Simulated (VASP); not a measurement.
A run of VASP 6.6.1:

File INCAR:

```
SYSTEM = La
ALGO = Normal
EDIFF = 1E-6
ENCUT = 520
GGA = PE
ISIF = 2
ISMEAR = -1
LASPH = .True.
LCHARG = .False.
LREAL = .False.
LWAVE = .False.
NBANDS = 18
NELM = 60
PREC = Accurate
SIGMA = 0.05
```

The input KPOINTS:

```
k-points
0
Gamma
  12 12 12
  0 0 0
```

Contents of POSCAR:

```
La
1.0
    0.0000000000      2.8743102134      2.8743102134
    2.8743102134      0.0000000000      2.8743102134
    2.8743102134      2.8743102134      0.0000000000
La
2
Direct
   -0.1250000000     -0.1250000000     -0.1250000000
    0.1250000000      0.1250000000      0.1250000000
```

Potentials or basis: VASP PAW PBE potentials, release 64 (La).

The run is started by

```bash
$ cat potpaw_PBE.64/La/POTCAR > POTCAR
$ mpirun -np 1 vasp_std > vasp.out
```

Hardware: 1 thread of Intel(R) Xeon(R) 6975P-C (Granite Rapids) (shared host).

**Question.** How long does it take, and how much memory?

**Answer.** It took 34 s on 1 thread of Intel(R) Xeon(R) 6975P-C (Granite Rapids), with other jobs on the host, peak memory 0.21 GiB. Counts: scf iterations 12, k points 72.
